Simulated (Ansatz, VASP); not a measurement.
Two plane-wave programs on Si2Mo

```
Si Mo
1.0
     4.57474    0.00000    0.00000
    -2.28737    3.96184    0.00000
     0.00000    0.00000    6.56692
Si Mo
6 3
Direct
  0.16417 0.83583 0.83333
  0.32833 0.16417 0.16667
  0.83583 0.67167 0.50000
  0.83583 0.16417 0.83333
  0.67167 0.83583 0.16667
  0.16417 0.32833 0.50000
  0.50000 0.00000 0.50000
  0.00000 0.50000 0.16667
  0.50000 0.50000 0.83333
```

Alike in both runs: task single point; functional r2SCAN; k mesh 9 × 9 × 6; occupations gaussian, width 0.01 eV; no spin polarisation.

|  | VASP | Ansatz |
| --- | --- | --- |
| version | VASP 6.6.1 | Ansatz 0.2.0 |
| potentials or method | VASP PAW PBE potentials, release 64 (Si, Mo_sv), cutoff 520 eV | scalar-relativistic, plane waves, PAW |
| valence electrons in the cell | 66 | 66 |

|  | VASP | Ansatz | Ansatz less VASP |
| --- | --- | --- | --- |
| gap on the k mesh at the Fermi level (eV) | 0.28 | 0.28 | +0.004 |
| least direct gap on the mesh (eV) | 0.75 | 0.75 | +0.001 |
| pressure (GPa) | 1.7 | 1.3 | -0.32 |
| rms of the force components (eV/Å) | 0.023 | 0.020 | -0.0035 |

VASP's potentials were made for PBE, not for r2SCAN. Atom by atom the forces differ by 0.003 eV/Å (rms over components). The functional is the same, so the differences come from potentials, cutoffs and numerics.
